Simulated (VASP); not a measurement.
Input of a VASP 6.6.1 run:

INCAR

```
SYSTEM = HfO2
  ALGO = Normal
  EDIFF = 1E-6
  ENCUT = 520
  GGA = PE
  ISIF = 2
  ISMEAR = 0
  LASPH = .TRUE.
  LCHARG = .FALSE.
  LREAL = .FALSE.
  LWAVE = .FALSE.
  NBANDS = 18
  NELM = 60
  PREC = Accurate
  SIGMA = 0.05
```

Contents of KPOINTS:

```
k-points
0
G
  8 8 8
  0 0 0
```

Contents of POSCAR:

```
HfO2
1.0
    0.0000000000      2.6508762353      2.5489194570
    2.5150188282      0.0000000000      2.5489194570
    2.5150188282      2.6508762353      0.0000000000
Hf O
1 2
Direct
    0.0000000000      0.0000000000      0.0000000000
    0.2500000000      0.2500000000      0.2500000000
    0.7500000000      0.7500000000      0.7500000000
```

Potentials or basis: VASP PAW PBE potentials, release 64 (Hf_pv, O).

Launch:

```console
$ cat potpaw_PBE.64/Hf_pv/POTCAR potpaw_PBE.64/O/POTCAR > POTCAR
$ mpirun -np 1 vasp_std > vasp.out
```

Question: Estimate the pressure.

Answer: -9.3 GPa.

Question: What does it give for the band gap on the k mesh?

Answer: 3.19 eV (least direct gap 3.36 eV).

Stress tensor (GPa, compression positive):
```
  0.45   0.00   0.00
  0.00 -23.03   0.00
  0.00   0.00  -5.42
```

Caveat: the cell differs from its parent crystal (normal strain along x -0.0133, normal strain along y +0.0400); the cell stands under tension; spin-orbit coupling is left out, which moves the levels of the heavy elements. A k mesh can miss the band edges.
